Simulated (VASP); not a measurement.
# Si3N4 in VASP: a series of runs

Runs on Si3N4. Level: PBE. Tasks: single point.

Program: VASP 6.6.1. These are calculated values, not measurements. Logs are shortened: lines on timing, memory, paths and dates and some standing lists are left out, and cuts for length are marked.

### Step 1. The cell of the first run

The cell holds an amorphous packing of atoms, 21 atoms: a = 6.463 Å, b = 6.267 Å, c = 5.985 Å, α = 85.43°, β = 84.83°, γ = 85.47°.

### Step 2. Single point, PBE

Input file INCAR:

```
SYSTEM = Si3N4
ALGO = Normal ; EDIFF = 1E-7
ENCUT = 520 ; GGA = PE
ISIF = 2 ; ISMEAR = -1
ISYM = 0 ; LASPH = .TRUE.
LCHARG = .TRUE. ; LELF = .TRUE.
LREAL = Auto ; LVHAR = .TRUE.
LWAVE = .FALSE. ; NBANDS = 64
NELM = 80 ; PREC = Accurate
SIGMA = 0.05
```

Input file KPOINTS:

```
Automatic mesh
0
Gamma
  1 1 1
  0.25 0.25 0.25
```

Input file POSCAR:

```
Si3N4
1.0
    6.4521200000      0.2464290000      0.2758340000
    0.2464290000      6.2576870000      0.2386670000
    0.2758340000      0.2386670000      5.9735200000
Si N
9 12
Direct
    0.1643393164      0.6797657353      0.6403852302
    0.5225137601      0.9711681781      0.4461361381
    0.1714370257      0.3366558617      0.3732352440
    0.8506040333      0.6028275202      0.2698888513
    0.7628128687      0.2560485838      0.6870111639
    0.6024521660      0.6121450581      0.7752816404
    0.0544991005      0.2911366472      0.8904114467
    0.4467356904      0.1343054813      0.0450196570
    0.2076249396      0.8219104462      0.0853317779
    0.1759089104      0.4060933795      0.6399153687
    0.9892235809      0.3557359660      0.1944143599
    0.7331806077      1.0154871919      0.5764309115
    0.2305520672      0.0670237932      0.9569624833
    0.3880173329      0.1946522866      0.3058746852
    0.0703457540      0.7429857080      0.3468337060
    0.7470705860      0.5209366249      0.5472930785
    0.5159128927      0.8584088157      0.1647124018
    0.6684507380      0.6932459885      0.0654549778
    0.5440420224      0.3533748035      0.8829723193
    0.4050191849      0.7811559229      0.6342153031
    0.0910147472      0.6830820950      0.9107894313
```

Potentials or basis: VASP PAW PBE potentials, release 64 (Si, N).

Started as:

```
$ cat potpaw_PBE.64/Si/POTCAR potpaw_PBE.64/N/POTCAR > POTCAR
$ mpirun -np 1 vasp_std > vasp.out
```

OUTCAR:

```text
SYSTEM = Si3N4
   EDIFF = 1E-7
   ENCUT = 520
   GGA = PE
   ISIF = 2
   ISMEAR = -1
   ISYM = 0
   LASPH = .TRUE.
   LREAL = Auto
   NELM = 80
   PREC = Accurate

 ion  position               nearest neighbor table
   1  0.164  0.680  0.640-  21 1.65  10 1.71  20 1.72  15 1.91   3 2.78   7 2.86   9 2.92   6 3.00
                             2 3.14
   2  0.523  0.971  0.446-  12 1.68  20 1.74  14 1.78  17 1.88   8 2.61   6 2.92   5 2.99   3 3.13
                             1 3.14
   3  0.171  0.337  0.373-  14 1.63  11 1.65  10 1.69   4 2.64   1 2.78   8 2.84   7 3.09   7 3.12
                             2 3.13
   4  0.851  0.603  0.270-  16 1.78  11 1.80  18 1.80  15 1.84   3 2.64   9 2.87
   5  0.763  0.256  0.687-  12 1.72  16 1.80  19 1.85   7 2.37   6 2.46   8 2.92   2 2.99
   6  0.602  0.612  0.775-  16 1.69  19 1.75  20 1.82  18 1.94   5 2.46   2 2.92   1 3.00
   7  0.054  0.291  0.890-  10 1.76  13 1.78  11 1.90   5 2.37   8 2.85   1 2.86   3 3.09   3 3.12

   8  0.447  0.134  0.045-  13 1.63  14 1.64  19 1.74  17 1.86   9 2.57   2 2.61   3 2.84   7 2.85
                             5 2.92
   9  0.208  0.822  0.085-  13 1.67  21 1.68  15 1.78  17 2.12   8 2.57   4 2.87   1 2.92
  10  0.176  0.406  0.640-   3 1.69   1 1.71   7 1.76
  11  0.989  0.356  0.194-   3 1.65   4 1.80   7 1.90
  12  0.733  0.015  0.576-   2 1.68   5 1.72
  13  0.231  0.067  0.957-   8 1.63   9 1.67   7 1.78
  14  0.388  0.195  0.306-   3 1.63   8 1.64   2 1.78
  15  0.070  0.743  0.347-   9 1.78   4 1.84   1 1.91
  16  0.747  0.521  0.547-   6 1.69   4 1.78   5 1.80
  17  0.516  0.858  0.165-  18 1.49   8 1.86   2 1.88   9 2.12
  18  0.668  0.693  0.065-  17 1.49   4 1.80   6 1.94
  19  0.544  0.353  0.883-   8 1.74   6 1.75   5 1.85
  20  0.405  0.781  0.634-   1 1.72   2 1.74   6 1.82
  21  0.091  0.683  0.911-   1 1.65   9 1.68

IMPORTANT INFORMATION: All symmetrisations will be switched off!
NOSYMM: (Re-)initialisation of all symmetry stuff for point group C_1.

----------------------------------------------------------------------------------------

                                     Primitive cell

  volume of cell :     240.0090

  direct lattice vectors                    reciprocal lattice vectors
     6.452120000  0.246429000  0.275834000     0.155508572 -0.005859014 -0.006946691
     0.246429000  6.257687000  0.238667000    -0.005859014  0.160268089 -0.006132831
     0.275834000  0.238667000  5.973520000    -0.006946691 -0.006132831  0.167971286

  length of vectors
     6.462713373  6.267083515  5.984645981     0.155773876  0.160492367  0.168226696

  position of ions in fractional coordinates (direct lattice)
     0.164339316  0.679765735  0.640385230
     0.522513760  0.971168178  0.446136138
     0.171437026  0.336655862  0.373235244
     0.850604033  0.602827520  0.269888851
     0.762812869  0.256048584  0.687011164
     0.602452166  0.612145058  0.775281640
[... 13 lines left out ...]
     0.405019185  0.781155923  0.634215303
     0.091014747  0.683082095  0.910789431

  ion indices of the primitive-cell ions
   primitive index   ion index
                 1           1
                 2           2
                 3           3
                 4           4
                 5           5
                 6           6
[... 13 lines left out ...]
                20          20
                21          21

----------------------------------------------------------------------------------------

 KPOINTS: Automatic mesh

Automatic generation of k-mesh.
 Grid dimensions read from file:
 generate k-points for:    1    1    1

 Generating k-lattice:

  Cartesian coordinates                     Fractional coordinates (reciprocal lattice)
     0.155508572 -0.005859014 -0.006946691     1.000000000  0.000000000  0.000000000
    -0.005859014  0.160268089 -0.006132831     0.000000000  1.000000000  0.000000000
    -0.006946691 -0.006132831  0.167971286     0.000000000  0.000000000  1.000000000

  Length of vectors
     0.155773876  0.160492367  0.168226696

  Shift w.r.t. Gamma in fractional coordinates (k-lattice)
     0.250000000  0.250000000  0.250000000

 Subroutine IBZKPT returns following result:
 ===========================================

 Found      1 irreducible k-points:

 Following reciprocal coordinates:
            Coordinates               Weight
  0.250000  0.250000  0.250000      2.000000
   k-points           NKPTS =      1   k-points in BZ     NKDIM =      1   number of bands    NBANDS=     64
   number of dos      NEDOS =    301   number of ions     NIONS =     21
   total plane-waves  NPLWV = 110592
   dimension x,y,z NGX =    48 NGY =   48 NGZ =   48
   dimension x,y,z NGXF=    96 NGYF=   96 NGZF=   96
   ions per type =               9  12
   NGX,Y,Z   is equivalent  to a cutoff of  12.35, 12.73, 13.33 a.u.
   NGXF,Y,Z  is equivalent  to a cutoff of  24.69, 25.47, 26.67 a.u.
 SYSTEM =  Si3N4
   PREC   = accura    normal or accurate (medium, high low for compatibility)
   ISTART =      0    job   : 0-new  1-cont  2-samecut
   ICHARG =      2    charge: 1-file 2-atom 10-const
   ISPIN  =      1    spin polarized calculation?
   LNONCOLLINEAR =      F non collinear calculations
   LSORBIT =      F    spin-orbit coupling
   LASPH  =      T    aspherical Exc in radial PAW
   ENCUT  =  520.0 eV  38.22 Ry    6.18 a.u.  12.02 11.65 11.13*2*pi/ulx,y,z
   NELM   =     80;   NELMIN=  2; NELMDL= -5     # of ELM steps
   EDIFF  = 0.1E-06   stopping-criterion for ELM
   LREAL  =      T    real-space projection
   EDIFFG = 0.1E-05   stopping-criterion for IOM
   NSW    =      0    number of steps for IOM
   IBRION =     -1    ionic relax: 0-MD 1-quasi-New 2-CG
   NFREE  =      0    steps in history (QN), initial steepest desc. (CG)
   ISIF   =      2    stress and relaxation
   ISYM   =      0    0-nonsym 1-usesym 2-fastsym
   POTIM  = 0.5000    time-step for ionic-motion
   TEBEG  =    0.0;   TEEND  =   0.0 temperature during run
   PSTRESS=    0.0 pullay stress
   NELECT =      96.0000    total number of electrons
   NUPDOWN=      -1.0000    fix difference up-down
   EMIN   =  10.00;   EMAX   =-10.00  energy-range for DOS
   EFERMI =   0.00;   METHOD = LEGACY
   ISMEAR =    -1;   SIGMA  =   0.05  broadening in eV -4-tet -1-fermi 0-gaus
   EFERMI_NEDOS =   21; number of points for ismear=-14 and -15
   IALGO  =     38    algorithm
   IMIX   =      4    mixing-type and parameters
     AMIX     =   0.40;   BMIX     =  1.00
     AMIX_MAG =   1.60;   BMIX_MAG =  1.00
  volume/ion in A,a.u.               =      11.43        77.13
  Fermi-wavevector in a.u.,A,eV,Ry     =   1.206209  2.279405 19.795678  1.454941
  Thomas-Fermi vector in A             =   2.341883
   LORBIT       =      0    0 simple, 1 ext, 2 COOP (PROOUT), +10 PAW based schemes
   GGA     = PE    functional components
   LHFCALC =     F    Hartree Fock is set to
   AEXX    =    0.0000 exact exchange contribution
   IVDW    =     0    specifies the selected vdW correction
   LEPSILON=     F    determine dielectric tensor
   LRPA    =     F    only Hartree local field effects (RPA)
 non-spin polarized calculation
  energy-cutoff  :      520.00
  volume of cell :      240.01
 maximum number of plane-waves:      6475
 NGX is ok and might be reduce to    48
   NGX = 25   NGY = 23   NGZ = 23

 number of electron      95.9999997 magnetization

 Free energy of the ion-electron system (eV)
  ---------------------------------------------------
  ext. energy  EPLUGINS =         0.00000000
  ---------------------------------------------------
  free energy    TOTEN  =      -156.14786824 eV

  energy without entropy =     -156.14786824  energy(sigma->0) =     -156.14786824

 E-fermi :   7.2091     XC(G=0): -10.3714

 val. band max:        5.9753056820   @ k =   0.2500   0.2500   0.2500
 cond. band min:       8.4761815647   @ k =   0.2500   0.2500   0.2500
 fundamental gap:      2.5008758826
 Fermi energy:         7.2091404895

 k-point     1 :       0.2500    0.2500    0.2500
  band No.  band energies     occupation
      1     -12.9580      2.00000
      2     -11.5815      2.00000
      3     -11.1267      2.00000
      4     -10.6012      2.00000
      5     -10.2684      2.00000
      6      -9.9314      2.00000
[... 52 lines left out ...]
     59      11.8047      0.00000
     60      11.9211      0.00000
 [bands above 60 left out]

------------------------ aborting loop because EDIFF is reached ----------------------------------------

  FORCE on cell =-STRESS in cart. coord.  units (eV):
  Direction    XX          YY          ZZ          XY          YZ          ZX
  --------------------------------------------------------------------------------------
  -------------------------------------------------------------------------------------
  Total       14.0092632      5.9852515     -7.3228510     -4.7349601      7.0278919    -13.7821627
  in kB       93.5186767     39.9544783    -48.8836083    -31.6081720     46.9146124    -92.0026697
  external PRESSURE =      28.1965156 kB  Pullay stress =       0.0000000 kB

 VOLUME and BASIS-vectors are now :
 -----------------------------------------------------------------------------
  energy-cutoff  :      520.00
  volume of cell :      240.01
      direct lattice vectors                 reciprocal lattice vectors
     6.452120000  0.246429000  0.275834000     0.155508572 -0.005859014 -0.006946691
     0.246429000  6.257687000  0.238667000    -0.005859014  0.160268089 -0.006132831
     0.275834000  0.238667000  5.973520000    -0.006946691 -0.006132831  0.167971286

 POSITION                                       TOTAL-FORCE (eV/Angst)
 -----------------------------------------------------------------------------------
      1.40449      4.44710      4.03292         0.232179      0.370684     -1.915870
      3.73371      6.31251      3.04092         0.081751     -0.201457      0.930940
      1.29204      2.23801      2.35716         0.318816      0.337177      1.535902
      5.71120      4.04633      1.99069         0.256497     -0.625435     -0.439081
      5.17436      1.95422      4.37539        -0.912156     -1.183172      0.409185
      4.25179      4.16411      4.94344        -1.439021      1.040354      1.496357
[... 13 lines left out ...]
      2.98067      5.13940      4.08665         0.940089      0.140339     -0.245443
      1.00680      4.51432      5.62875        -0.986248     -0.106489      1.655695
 -----------------------------------------------------------------------------------
    total drift:                               -0.003447     -0.004759      0.005044

  FREE ENERGIE OF THE ION-ELECTRON SYSTEM (eV)
  ---------------------------------------------------
  free  energy   TOTEN  =      -156.1478682395 eV

  energy  without entropy=     -156.1478682394  energy(sigma->0) =     -156.14786824
```

Run time: 28 s. Hardware: 1 thread of AMD EPYC 9R45 (Zen 5), shared host; peak memory 0.27 GiB.

What came out:

| Property | Result |
| --- | --- |
| Free energy | -156.1479 eV |
| Pressure | 2.8 GPa |
| Largest force | 3.886 eV/Å |
| Band gap on the k mesh | 2.50 eV |

Forces in eV/Å, atoms in the order of the input:
```
Si   0.232  0.371 -1.916
Si   0.082 -0.201  0.931
Si   0.319  0.337  1.536
Si   0.256 -0.625 -0.439
Si  -0.912 -1.183  0.409
Si  -1.439  1.040  1.496
Si  -0.527 -0.659  0.921
Si   2.347  1.670 -2.608
Si  -1.008 -0.551  0.916
N    0.003 -0.746 -1.239
N   -0.944  0.064 -1.135
N    0.013  1.218  0.088
N   -2.306  1.264 -1.395
N    0.713 -0.137  3.065
N    0.919  0.004  0.223
N    0.951 -0.465 -1.157
N    0.325 -0.238 -1.356
N    0.039  0.768  0.689
N    0.982 -1.966 -0.439
N    0.940  0.140 -0.245
N   -0.986 -0.106  1.656
```

Levels at points of the mesh, in eV from the valence-band top:
```tsv
k point	band 45	band 46	band 47	band 48	band 49	band 50	band 51	band 52
(0.25, 0.25, 0.25)	-0.75	-0.59	-0.23	0.00	2.50	2.96	3.44	3.64
```

Caveat: the k points lie up to 1.06 Å⁻¹ apart.

### Step 3. Single point, PBE

Input file INCAR:

```
SYSTEM = Si3N4
PREC = Accurate ; ENCUT = 520
EDIFF = 1E-6 ; ISMEAR = -1
SIGMA = 0.05 ; LREAL = Auto
LASPH = .True. ; NELM = 80
ALGO = Normal ; ISIF = 2
LWAVE = .False. ; LCHARG = .True.
GGA = PE ; LELF = .True.
LVHAR = .True. ; NBANDS = 64
ISYM = 0
```

KPOINTS is that of step 2.

Input file POSCAR:

```
Si3N4
1.0
    6.4521200000      0.2464290000      0.2758340000
    0.2464290000      6.2576870000      0.2386670000
    0.2758340000      0.2386670000      5.9735200000
Si N
9 12
Direct
    0.1721561635      0.6801432084      0.6266405298
    0.5344561275      0.9678089134      0.4270856678
    0.1703096462      0.3219026925      0.3781606589
    0.8588261425      0.5978680131      0.2651872237
    0.7660685294      0.2322108833      0.6785038266
    0.6115272657      0.6130483834      0.7705424222
    0.0393791242      0.2777151405      0.8948175379
    0.4555929169      0.1457725266      0.0299029537
    0.2104412417      0.8359567337      0.0859171585
    0.1629778725      0.4022114574      0.6428962420
    0.9789986412      0.3572054574      0.1787905178
    0.7535900596      1.0276656175      0.5247427596
    0.2221125284      0.0840484986      0.9530091487
    0.3901124219      0.1957512937      0.3096936741
    0.0898809121      0.7516830533      0.3465601269
    0.7713076862      0.5131829544      0.5465863142
    0.5331490201      0.8711039370      0.1336248326
    0.6831708766      0.7064202977      0.0548956112
    0.5778772951      0.3384084298      0.8714034388
    0.4119552339      0.7811804106      0.6323110586
    0.0818061377      0.7054144035      0.9117056520
```

Potentials or basis: VASP PAW PBE potentials, release 64 (Si, N).

Started as:

```
$ cat potpaw_PBE.64/Si/POTCAR potpaw_PBE.64/N/POTCAR > POTCAR
$ mpirun -np 1 vasp_std > vasp.out
```

Wall time 26 s (1 thread of AMD EPYC 9R45 (Zen 5), shared host); peak memory 0.27 GiB.

The run converged. Its results:

* Free energy: -156.4194 eV
* Pressure: 1.3 GPa
* Largest force: 2.448 eV/Å
* Band gap on the k mesh: 2.40 eV

Forces in eV/Å, atoms in the order of the input:
```
Si  -1.017  0.021  1.584
Si  -0.481 -0.351  0.759
Si  -2.219  1.021  0.168
Si   0.577  0.694 -0.310
Si   0.939  1.224 -0.278
Si  -0.107 -0.292  0.541
Si  -0.632  0.480 -0.669
Si  -0.405  0.631 -0.305
Si  -1.014 -0.876 -0.699
N    0.670  0.163 -0.708
N    1.267 -0.186  1.108
N   -0.382 -0.520  0.117
N    1.611 -0.525  0.313
N    1.663 -1.121  0.069
N   -0.371 -0.884 -0.045
N   -0.638  0.138 -0.719
N   -0.658  0.329  0.618
N   -0.483 -0.079 -0.273
N   -1.161  0.093  0.482
N    2.159  0.421 -0.842
N    0.679 -0.384 -0.910
```

Stress tensor (GPa, compression positive):
```
 10.99  -6.43 -10.39
 -6.43   5.18   2.93
-10.39   2.93 -12.38
```

Levels at points of the mesh, in eV from the valence-band top:
```tsv
k point	band 45	band 46	band 47	band 48	band 49	band 50	band 51	band 52
(0.25, 0.25, 0.25)	-0.67	-0.35	-0.20	0.00	2.40	2.82	3.36	3.67
```

Caveat: the k points lie up to 1.06 Å⁻¹ apart.

### Step 4. Single point, PBE

Input file INCAR:

```
PREC = Accurate
ENCUT = 520
EDIFF = 1E-6
ISMEAR = -1
SIGMA = 0.05
LREAL = Auto
LASPH = T
NELM = 60
ALGO = Normal
ISIF = 2
LWAVE = F
LCHARG = T
GGA = PE
LELF = T
LVHAR = T
NBANDS = 64
ISYM = 0
```

KPOINTS is that of step 3.

Input file POSCAR:

```
Si3N4
1.0
    6.4521200000      0.2464290000      0.2758340000
    0.2464290000      6.2576870000      0.2386670000
    0.2758340000      0.2386670000      5.9735200000
Si N
9 12
Direct
    0.1716205148      0.6749344736      0.6247577042
    0.5254973493      0.9786891061      0.4229705720
    0.1769416407      0.3512406384      0.3648115232
    0.8622964553      0.6058297146      0.2484022417
    0.7708425317      0.2570680716      0.6623601755
    0.6200627084      0.6172407666      0.7683678335
    0.0400556279      0.2820820440      0.8874833634
    0.4662138695      0.1486610475      0.0248257103
    0.2144133652      0.8428419699      0.0754821176
    0.1793154077      0.3968902915      0.6348354234
    0.9925419035      0.3627267651      0.1718139870
    0.7372820693      1.0279148247      0.5522509660
    0.2386627435      0.0833457222      0.9290607259
    0.4065384350      0.2225184457      0.2990792811
    0.0892292509      0.7325361464      0.3383811110
    0.7776237563      0.5307710946      0.5297237448
    0.5098988076      0.8663992411      0.1422478982
    0.6826335768      0.7218767880      0.0426338713
    0.5762546728      0.3610676013      0.8642631894
    0.4179976751      0.7833396583      0.6191884690
    0.0835571297      0.7143877610      0.8965592011
```

Started as:

```
$ cat potpaw_PBE.64/Si/POTCAR potpaw_PBE.64/N/POTCAR > POTCAR
$ mpirun -np 1 vasp_std > vasp.out
```

Wall time 27 s (1 thread of AMD EPYC 9R45 (Zen 5), shared host); peak memory 0.27 GiB.

It converged, with:

| Property | Result |
| --- | --- |
| Free energy | -156.3618 eV |
| Pressure | -0.2 GPa |
| Largest force | 2.582 eV/Å |
| Band gap on the k mesh | 2.61 eV |

Forces in eV/Å, atoms in the order of the input:
```
Si   0.639  0.856  0.799
Si   0.227 -0.256  2.092
Si   0.078  0.089 -0.257
Si   0.017  0.618 -0.585
Si  -0.134  0.159  0.078
Si  -0.791  2.173 -0.658
Si   1.106 -0.406 -0.576
Si  -0.960  1.952 -1.105
Si  -1.192 -1.615 -0.642
N   -0.198  0.698  0.313
N    0.034 -0.414  0.097
N   -0.205 -0.010 -0.651
N    0.126  0.763  1.089
N    0.370 -1.259 -0.276
N    0.867  0.404 -0.951
N   -0.799 -0.782  0.346
N    1.085  0.550 -0.762
N   -0.229 -0.197  0.858
N   -0.565 -2.465  0.520
N    0.490 -0.502 -0.351
N    0.035 -0.354  0.623
```

Stress tensor (GPa, compression positive):
```
  6.95  -4.07  -8.84
 -4.07   3.82   2.73
 -8.84   2.73 -11.46
```

Levels at points of the mesh, in eV from the valence-band top:
```csv
k point,band 46,band 47,band 48,band 49,band 50,band 51
"(0.25, 0.25, 0.25)",-0.21,-0.15,0.00,2.61,3.04,3.30
```

Caveat: the k points lie up to 1.06 Å⁻¹ apart.
